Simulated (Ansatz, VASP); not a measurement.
**One calculation of CoSn3, two programs**

File POSCAR:

```
CoSn3
1.0
    4.7484511703      0.0000000000      0.0000000000
    0.0000000000      4.7484511703      0.0000000000
    0.0000000000      0.0000000000      4.7484511703
Sn Co
3 1
Direct
    0.0000000000      0.5000000000      0.5000000000
    0.5000000000      0.0000000000      0.5000000000
    0.5000000000      0.5000000000      0.0000000000
    0.0000000000      0.0000000000      0.0000000000
```

Contents of INCAR.step1:

```
ALGO = Normal ; EDIFF = 1E-4
ENCUT = 520 ; GGA = PE
ISMEAR = 0 ; LASPH = T
LCHARG = F ; LREAL = F
LWAVE = T ; NBANDS = 34
NELM = 100 ; PREC = Accurate
SIGMA = 0.1
```

INCAR.step2

```
ALGO = Normal ; EDIFF = 1E-6
ENCUT = 520 ; ISIF = 2
ISMEAR = 0 ; ISTART = 1
LASPH = T ; LCHARG = F
LMIXTAU = T ; LREAL = F
LWAVE = F ; METAGGA = R2SCAN
NBANDS = 34 ; NELM = 100
PREC = Accurate ; SIGMA = 0.1
```

The input KPOINTS:

```
k-points
0
Gamma
  10 10 10
```

Input for Ansatz:

```yaml
crystal:
  lattice:
    - [4.7484511703, 0.0, 0.0]
    - [0.0, 4.7484511703, 0.0]
    - [0.0, 0.0, 4.7484511703]
  atoms:
    - { symbol: Sn, position: [0.0, 0.5, 0.5] }
    - { symbol: Sn, position: [0.5, 0.0, 0.5] }
    - { symbol: Sn, position: [0.5, 0.5, 0.0] }
    - { symbol: Co, position: [0.0, 0.0, 0.0] }
basis:
  ecutwfc: 500
kpoints:
  mp_grid: { grid: [10, 10, 10] }
hamiltonian:
  xc: r2scan
scf:
  occupations: { method: gaussian, width: 0.1 }
  lower_state_search: "off"
output:
  forces: true
  stress: true
  eigenvalues: true
```

Alike in both runs: task single point; functional r2SCAN; k mesh 10 × 10 × 10; occupations gaussian, width 0.1 eV; no spin polarisation.

```csv
,VASP,Ansatz
version,VASP 6.6.1,Ansatz 0.2.0
potentials or method,"VASP PAW PBE potentials, release 64 (Sn_d, Co), cutoff 520 eV","scalar-relativistic, plane waves, PAW"
valence electrons in the cell,51,59
```

Ansatz gave:

- gap on the k mesh at the Fermi level (eV): none
- pressure (GPa): -9.6

Task: What did VASP give for the same quantities?

Result: gap on the k mesh at the Fermi level (eV): none; pressure (GPa): -9.7.

VASP's potentials were made for PBE, not for r2SCAN. A gap of «none» marks a metal or a gap that the smearing closes. VASP's potentials hold 51 valence electrons a cell and Ansatz's 59, so a difference there can come from the potentials and not from the codes.
